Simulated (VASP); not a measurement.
# Mo in VASP: further runs, part 2 of 2

VASP 6.6.1.

**3. Single point, PBEsol**

Input file INCAR:

```
  PREC = Accurate
  ENCUT = 520
  EDIFF = 1E-7
  ISMEAR = -1
  SIGMA = 0.05
  LREAL = F
  LASPH = T
  NELM = 100
  ALGO = Normal
  ISIF = 2
  LWAVE = F
  LCHARG = T
  LDIPOL = T
  IDIPOL = 3
  DIPOL = 0.5 0.5 0.500
  GGA = PS
  LELF = T
  LVHAR = T
  LVACPOTAV = T
  NBANDS = 43
```

Input file KPOINTS:

```
Automatic mesh
0
Gamma
  9 9 1
```

Input file POSCAR:

```
Mo
1.0
    4.4255791754      0.0000000000      0.0000000000
   -2.2127895877      3.8326639923      0.0000000000
    0.0000000000      0.0000000000     19.6135000000
Mo
5
Direct
    0.8333333330      0.1666666670      0.4078830841
    0.1666666670      0.8333333330      0.4539415419
    0.5000000000      0.5000000000      0.5000000000
    0.8333333330      0.1666666670      0.5460584581
    0.1666666670      0.8333333330      0.5921169159
```

Potentials or basis: VASP PAW PBE potentials, release 64 (Mo_sv).

Launch:

```sh
> cat potpaw_PBE.64/Mo_sv/POTCAR > POTCAR
> mpirun -np 1 vasp_std > vasp.out
```

OUTCAR:

```text
PREC = Accurate
   ENCUT = 520
   EDIFF = 1E-7
   ISMEAR = -1
   LREAL = F
   LASPH = T
   NELM = 100
   ISIF = 2
   GGA = PS

 ion  position               nearest neighbor table
   1  0.833  0.167  0.408-   2 2.71   2 2.71   4 2.71   2 2.71   3 3.13   3 3.13   3 3.13
   2  0.167  0.833  0.454-   1 2.71   1 2.71   3 2.71   5 2.71   3 2.71   3 2.71   1 2.71   4 3.13
                             4 3.13   4 3.13
   3  0.500  0.500  0.500-   2 2.71   4 2.71   4 2.71   2 2.71   2 2.71   4 2.71   1 3.13   5 3.13
                             5 3.13   1 3.13   1 3.13   5 3.13
   4  0.833  0.167  0.546-   5 2.71   5 2.71   3 2.71   1 2.71   3 2.71   3 2.71   5 2.71   2 3.13
                             2 3.13   2 3.13
   5  0.167  0.833  0.592-   4 2.71   4 2.71   2 2.71   4 2.71   3 3.13   3 3.13   3 3.13

  LATTYP: Found a hexagonal cell.
 ALAT       =     4.4255791754
 C/A-ratio  =     4.4318493066

  Lattice vectors:

 A1 = (   4.4255791754,   0.0000000000,   0.0000000000)
 A2 = (  -2.2127895877,   3.8326639923,   0.0000000000)
 A3 = (   0.0000000000,   0.0000000000,  19.6135000000)

Analysis of symmetry for initial positions (statically):
=====================================================================
 Subroutine PRICEL returns:
 Original cell was already a primitive cell.

 Routine SETGRP: Setting up the symmetry group for a
 hexagonal supercell.

 Subroutine GETGRP returns: Found 12 space group operations
 (whereof  4 operations were pure point group operations)
 out of a pool of 24 trial point group operations.

The static configuration has the point symmetry C_2h.
 The point group associated with its full space group is D_3d.

Analysis of symmetry for dynamics (positions and initial velocities):
=====================================================================
 Subroutine PRICEL returns:
 Original cell was already a primitive cell.

 Routine SETGRP: Setting up the symmetry group for a
 hexagonal supercell.

 Subroutine GETGRP returns: Found 12 space group operations
 (whereof  4 operations were pure point group operations)
 out of a pool of 24 trial point group operations.

The dynamic configuration has the point symmetry C_2h.
[... 119 lines left out ...]
   LHFCALC =     F    Hartree Fock is set to
   AEXX    =    0.0000 exact exchange contribution
   IVDW    =     0    specifies the selected vdW correction
   LEPSILON=     F    determine dielectric tensor
   LRPA    =     F    only Hartree local field effects (RPA)
 non-spin polarized calculation
  energy-cutoff  :      520.00
  volume of cell :      332.68
 maximum number of plane-waves:      8982
 NGX is ok and might be reduce to    36
   NGX = 17   NGY = 17   NGZ = 73

 number of electron      70.0000010 magnetization

 dipolmoment           0.000000      0.000000     -0.000000 electrons x Angstroem

 Free energy of the ion-electron system (eV)
  ---------------------------------------------------
  ext. energy  EPLUGINS =         0.00000000
  ---------------------------------------------------
  free energy    TOTEN  =       -50.95141249 eV

  energy without entropy =      -50.91523760  energy(sigma->0) =      -50.93332505

 E-fermi :   0.0850     XC(G=0):  -4.4065

 val. band max:        0.0438555410   @ k =   0.3333   0.3333   0.0000
 cond. band min:       0.1481243200   @ k =   0.2222   0.2222   0.0000
 fundamental gap:      0.1042687790
 Fermi energy:         0.0850353949

 k-point     1 :       0.0000    0.0000    0.0000
  band No.  band energies     occupation
      1     -61.1344      2.00000
      2     -60.8720      2.00000
      3     -60.8483      2.00000
      4     -60.7223      2.00000
      5     -60.6651      2.00000
      6     -35.4860      2.00000
[... 541 lines left out ...]
     42       1.4950      0.00000
     43       1.8041      0.00000

------------------------ aborting loop because EDIFF is reached ----------------------------------------

  FORCE on cell =-STRESS in cart. coord.  units (eV):
  Direction    XX          YY          ZZ          XY          YZ          ZX
  --------------------------------------------------------------------------------------
  -------------------------------------------------------------------------------------
  Total      -12.4696129    -12.4696129    -11.8233274      0.0000000      0.0000000      0.0000000
  in kB      -60.0533988    -60.0533988    -56.9409015      0.0000000      0.0000000      0.0000000
  external PRESSURE =     -59.0158997 kB  Pullay stress =       0.0000000 kB

 VOLUME and BASIS-vectors are now :
 -----------------------------------------------------------------------------
  energy-cutoff  :      520.00
  volume of cell :      332.68
      direct lattice vectors                 reciprocal lattice vectors
     4.425579175  0.000000000  0.000000000     0.225959125  0.130457562  0.000000000
    -2.212789588  3.832663992  0.000000000     0.000000000  0.260915124  0.000000000
     0.000000000  0.000000000 19.613500000     0.000000000  0.000000000  0.050985291

 POSITION                                       TOTAL-FORCE (eV/Angst)
 -----------------------------------------------------------------------------------
      3.31918      0.63878      8.00001        -0.000000     -0.000000      2.853471
     -1.10639      3.19389      8.90338         0.000000      0.000000      0.819497
      1.10639      1.91633      9.80675        -0.000000      0.000000      0.000000
      3.31918      0.63878     10.71012         0.000000      0.000000     -0.819497
     -1.10639      3.19389     11.61349        -0.000000      0.000000     -2.853471
 -----------------------------------------------------------------------------------
    total drift:                                0.000000     -0.000000     -0.000000

  FREE ENERGIE OF THE ION-ELECTRON SYSTEM (eV)
  ---------------------------------------------------
  free  energy   TOTEN  =       -50.9514124895 eV

  energy  without entropy=      -50.9152376038  energy(sigma->0) =      -50.93332505

 vacuum level on the upper side and lower side of the slab         3.870         3.870
```

Run time: 3.7 min. Hardware: 1 thread of Intel Xeon 6975P-C (Granite Rapids), shared host; peak memory 0.51 GiB.

What came out:

- Free energy: -50.9514 eV
- Largest force: 2.853 eV/Å
- Band gap on the k mesh: zero (filled and empty bands touch)

Forces on the atoms (eV/Å):
```
Mo   0.000  0.000  2.853
Mo   0.000  0.000  0.819
Mo   0.000  0.000  0.000
Mo   0.000  0.000 -0.819
Mo   0.000  0.000 -2.853
```

Levels at points of the mesh, in eV from the Fermi level:
| k point | band 31 | band 32 | band 33 | band 34 | band 35 | band 36 | band 37 | band 38 | band 39 | band 40 |
| --- | --- | --- | --- | --- | --- | --- | --- | --- | --- | --- |
| (0.00, 0.00, 0.00) | -1.50 | -1.50 | -1.26 | -1.26 | -0.96 | 0.13 | 1.00 | 1.00 | 1.05 | 1.27 |

Caveat: the PAW data sets were made with another functional, which shifts forces and pressure a little.

**4. Single point, PBEsol**

Input file INCAR:

```
SYSTEM = Mo
  ALGO = Normal
  DIPOL = 0.5 0.5 0.500
  EDIFF = 1E-6
  ENCUT = 520
  GGA = PS
  IDIPOL = 3
  ISIF = 2
  ISMEAR = -1
  LASPH = .True.
  LCHARG = .False.
  LDIPOL = .True.
  LREAL = .False.
  LWAVE = .False.
  NBANDS = 43
  NELM = 80
  PREC = Accurate
  SIGMA = 0.05
```

Input file KPOINTS:

```
k-points
0
Gamma
  9 9 1
  0 0 0
```

Input file POSCAR:

```
Mo
1.0
    4.4255791754      0.0000000000      0.0000000000
   -2.2127895877      3.8326639923      0.0000000000
    0.0000000000      0.0000000000     19.6135000000
Mo
5
Direct
    0.8333333333      0.1666666667      0.4211805151
    0.1666666667      0.8333333333      0.4572114011
    0.5000000000      0.5000000000      0.5000000020
    0.8333333333      0.1666666667      0.5427885947
    0.1666666667      0.8333333333      0.5788194871
```

Potentials or basis: VASP PAW PBE potentials, release 64 (Mo_sv).

Launch:

```sh
> cat potpaw_PBE.64/Mo_sv/POTCAR > POTCAR
> mpirun -np 1 vasp_std > vasp.out
```

OUTCAR:

```text
SYSTEM = Mo
   EDIFF = 1E-6
   ENCUT = 520
   GGA = PS
   ISIF = 2
   ISMEAR = -1
   LASPH = .True.
   LREAL = .False.
   NELM = 80
   PREC = Accurate

 ion  position               nearest neighbor table
   1  0.833  0.167  0.421-   4 2.39   2 2.65   2 2.65   2 2.65   3 2.99   3 2.99   3 2.99
   2  0.167  0.833  0.457-   5 2.39   1 2.65   1 2.65   1 2.65   3 2.69   3 2.69   3 2.69   4 3.06
                             4 3.06   4 3.06
   3  0.500  0.500  0.500-   4 2.69   4 2.69   4 2.69   2 2.69   2 2.69   2 2.69   5 2.99   5 2.99
                             5 2.99   1 2.99   1 2.99   1 2.99
   4  0.833  0.167  0.543-   1 2.39   5 2.65   5 2.65   5 2.65   3 2.69   3 2.69   3 2.69   2 3.06
                             2 3.06   2 3.06
   5  0.167  0.833  0.579-   2 2.39   4 2.65   4 2.65   4 2.65   3 2.99   3 2.99   3 2.99

  LATTYP: Found a hexagonal cell.
 ALAT       =     4.4255791754
 C/A-ratio  =     4.4318493066

  Lattice vectors:

 A1 = (   4.4255791754,   0.0000000000,   0.0000000000)
 A2 = (  -2.2127895877,   3.8326639923,   0.0000000000)
 A3 = (   0.0000000000,   0.0000000000,  19.6135000000)

Analysis of symmetry for initial positions (statically):
[... 178 lines left out ...]
  band No.  band energies     occupation
      1     -61.2011      2.00000
      2     -60.9237      2.00000
      3     -60.7777      2.00000
      4     -60.7408      2.00000
      5     -60.5360      2.00000
      6     -35.8661      2.00000
[... 541 lines left out ...]
     42       1.8508      0.00000
     43       1.8515      0.00000

------------------------ aborting loop because EDIFF is reached ----------------------------------------

 vacuum level on the upper side and lower side of the slab       (xc-potential included)        -0.114        -0.114

  FORCE on cell =-STRESS in cart. coord.  units (eV):
  Direction    XX          YY          ZZ          XY          YZ          ZX
  --------------------------------------------------------------------------------------
  -------------------------------------------------------------------------------------
  Total       -3.2725803     -3.2725803      0.3399638      0.0000000      0.0000000      0.0000000
  in kB      -15.7606795    -15.7606795      1.6372587      0.0000000      0.0000000      0.0000000
  external PRESSURE =      -9.9613668 kB  Pullay stress =       0.0000000 kB

 VOLUME and BASIS-vectors are now :
 -----------------------------------------------------------------------------
  energy-cutoff  :      520.00
  volume of cell :      332.68
      direct lattice vectors                 reciprocal lattice vectors
     4.425579175  0.000000000  0.000000000     0.225959125  0.130457562  0.000000000
    -2.212789588  3.832663992  0.000000000     0.000000000  0.260915124  0.000000000
     0.000000000  0.000000000 19.613500000     0.000000000  0.000000000  0.050985291

 POSITION                                       TOTAL-FORCE (eV/Angst)
 -----------------------------------------------------------------------------------
      3.31918      0.63878      8.26082         0.000000     -0.000000     -0.080521
     -1.10639      3.19389      8.96752         0.000000     -0.000000     -0.073993
      1.10639      1.91633      9.80675        -0.000000      0.000000     -0.000000
      3.31918      0.63878     10.64598        -0.000000     -0.000000      0.073993
     -1.10639      3.19389     11.35268        -0.000000      0.000000      0.080521
 -----------------------------------------------------------------------------------
    total drift:                                0.000002     -0.000001      0.000252

  FREE ENERGIE OF THE ION-ELECTRON SYSTEM (eV)
  ---------------------------------------------------
  free  energy   TOTEN  =       -51.9044036108 eV

  energy  without entropy=      -51.8833287458  energy(sigma->0) =      -51.89386618

 vacuum level on the upper side and lower side of the slab         3.812         3.812
```

OSZICAR:

```text
N       E                     dE             d eps       ncg     rms          rms(c)
DAV:   1     0.613838356106E+03    0.61384E+03   -0.43758E+04  1472   0.139E+03
DAV:   2    -0.308847713830E+02   -0.64472E+03   -0.63081E+03  1228   0.394E+02
DAV:   3    -0.560915168104E+02   -0.25207E+02   -0.24440E+02  1251   0.644E+01
[... 17 lines left out ...]
DAV:  21    -0.519043616688E+02   -0.50993E-04   -0.31479E-06   876   0.355E-03    0.108E-03
DAV:  22    -0.519043924404E+02   -0.30772E-04   -0.33179E-06   900   0.350E-03    0.590E-04
DAV:  23    -0.519044002073E+02   -0.77669E-05   -0.48532E-07   781   0.176E-03    0.171E-04
DAV:  24    -0.519044028733E+02   -0.26660E-05   -0.23806E-07   745   0.811E-04    0.137E-04
DAV:  25    -0.519044036108E+02   -0.73749E-06   -0.72035E-08   686   0.532E-04
   1 F= -.51904404E+02 E0= -.51893866E+02  d E =-.210749E-01
```

Run time: 3.1 min. Hardware: 1 thread of Intel Xeon 6975P-C (Granite Rapids), shared host; peak memory 0.5 GiB.

Results:

| Property | Result |
| --- | --- |
| Free energy | -51.9044 eV |
| Largest force | 0.081 eV/Å |
| Band gap on the k mesh | zero (band 35 reaches -0.10 eV, above the bottom of band 36 at -0.13 eV) |

Forces in eV/Å, atoms in the order of the input:
```
Mo   0.000  0.000 -0.081
Mo   0.000  0.000 -0.074
Mo   0.000  0.000  0.000
Mo   0.000  0.000  0.074
Mo   0.000  0.000  0.081
```

Caveat: the PAW data sets were made with another functional, which shifts forces and pressure a little.
